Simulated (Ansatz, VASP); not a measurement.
# Two plane-wave programs on BaTiO3

The input INCAR:

```
  ALGO = Normal
  EDIFF = 1E-7
  EDIFFG = -0.002
  ENCUT = 520
  GGA = PS
  GGA_COMPAT = False
  IBRION = 2
  ISIF = 2
  ISMEAR = 0
  LASPH = True
  LCHARG = False
  LREAL = False
  LWAVE = False
  NELM = 120
  NELMIN = 4
  NSW = 70
  PREC = Accurate
  SIGMA = 0.02
```

File KPOINTS:

```
k-points
0
Gamma
  9 9 9
```

Contents of POSCAR:

```
BaTiO3
1.0
    2.8482561200      1.6444414400      2.3355603300
   -2.8482561200      1.6444414400      2.3355603300
    0.0000000000     -3.2888828800      2.3355603300
Ba Ti O
1 1 3
Direct
    0.0001460400      0.0001460400      0.0001460400
    0.5133377100      0.5133377100      0.5133377100
    0.4889503100      0.9797166300      0.4889503100
    0.4889503100      0.4889503100      0.9797166300
    0.9797166300      0.4889503100      0.4889503100
```

Input for Ansatz:

```yaml
crystal:
  lattice:
    - [2.84825612, 1.64444144, 2.33556033]
    - [-2.84825612, 1.64444144, 2.33556033]
    - [0.0, -3.28888288, 2.33556033]
  atoms:
    - { symbol: Ba, position: [0.00014604, 0.00014604, 0.00014604] }
    - { symbol: Ti, position: [0.51333771, 0.51333771, 0.51333771] }
    - { symbol: O, position: [0.48895031, 0.97971663, 0.48895031] }
    - { symbol: O, position: [0.48895031, 0.48895031, 0.97971663] }
    - { symbol: O, position: [0.97971663, 0.48895031, 0.48895031] }
basis:
  ecutwfc: 420
kpoints:
  mp_grid: { grid: [9, 9, 9] }
hamiltonian:
  xc: pbesol
  pseudopotentials: { kind: paw, azcp: { folder: soft_1 } }
scf:
  occupations: { method: gaussian, width: 0.02 }
output:
  forces: true
  stress: true
  eigenvalues: true
  write_density: true
  write_potential: true
  elf: true
  volumetric_format: npy
relax:
  adjacent_minimum: "off"
  f_tol: 0.002
  max_steps: 50
```

Alike in both runs: task relaxation of the atoms; functional PBEsol; k mesh 9 × 9 × 9; occupations gaussian, width 0.02 eV; no spin polarisation.

|  | VASP | Ansatz |
| --- | --- | --- |
| version | VASP 6.6.1 | Ansatz 0.2.0 |
| potentials or method | VASP PAW PBE potentials, release 64 (Ba_sv, Ti_sv, O), cutoff 520 eV | scalar-relativistic, plane waves, PAW |
| valence electrons in the cell | 40 | 40 |

```tsv
	VASP	Ansatz	Ansatz less VASP
gap on the k mesh at the Fermi level, each at its own relaxed structure (eV)	2.45	2.57	+0.119
```

VASP's potentials were made for PBE, not for PBEsol, and Ansatz warns of the same on its side. Ansatz's warnings: stress scf threshold loose.

Neither program's run includes spin-orbit coupling.
